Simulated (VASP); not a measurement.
Here is a VASP 6.6.1 calculation.

The input POSCAR:

```
Pd
1.0
    0.0000000000      1.9567730079      1.9567730079
    1.9567730079      0.0000000000      1.9567730079
    1.9567730079      1.9567730079      0.0000000000
Pd
1
Direct
    0.0000000000      0.0000000000      0.0000000000
```

INCAR.step1

```
ALGO     = Normal         # electronic algorithm
EDIFF    = 1E-4           # SCF threshold, eV
ENCUT    = 520            # plane-wave cutoff, eV
GGA      = PE             # functional
ISMEAR   = 0              # smearing method
ISPIN    = 2              # spin polarisation
LASPH    = True           # aspherical terms in the spheres
LCHARG   = False          # write CHGCAR
LMAXMIX  = 4              # l up to which the mixer works
LREAL    = False          # projectors in reciprocal space
LWAVE    = True           # write WAVECAR
MAGMOM   = 0.436          # initial moments
NBANDS   = 15             # bands
NELM     = 150            # most SCF steps
PREC     = Accurate       # precision mode
SIGMA    = 1.0            # smearing width, eV
```

INCAR.step2

```
ALGO     = Normal         # electronic algorithm
EDIFF    = 1E-7           # SCF threshold, eV
ENCUT    = 520            # plane-wave cutoff, eV
ISIF     = 2              # what is computed and relaxed
ISMEAR   = 0              # smearing method
ISPIN    = 2              # spin polarisation
ISTART   = 1            
LASPH    = True           # aspherical terms in the spheres
LCHARG   = False          # write CHGCAR
LMAXMIX  = 4              # l up to which the mixer works
LMIXTAU  = True         
LORBIT   = 11             # projections on sites
LREAL    = False          # projectors in reciprocal space
LWAVE    = False          # write WAVECAR
MAGMOM   = 0.436          # initial moments
METAGGA  = R2SCAN         # meta-GGA
NBANDS   = 15             # bands
NELM     = 150            # most SCF steps
PREC     = Accurate       # precision mode
SIGMA    = 1.0            # smearing width, eV
```

The input KPOINTS:

```
k-points
0
Gamma
  14 14 14
```

Potentials or basis: VASP PAW PBE potentials, release 64 (Pd).

Command:

```bash
$ cat potpaw_PBE.64/Pd/POTCAR > POTCAR
$ cp INCAR.step1 INCAR
$ mpirun -np 1 vasp_std > vasp.out
$ cp INCAR.step2 INCAR
$ mpirun -np 1 vasp_std > vasp.out
```

Q: Estimate the net moment.

A: 0.00 μB per cell.

Q: Estimate the pressure.

A: 2.4 GPa.

Q: Predict the band gap on the k mesh.

A: Zero (filled and empty bands overlap).

Caveat: the PAW data sets were made with another functional, which shifts forces and pressure a little.
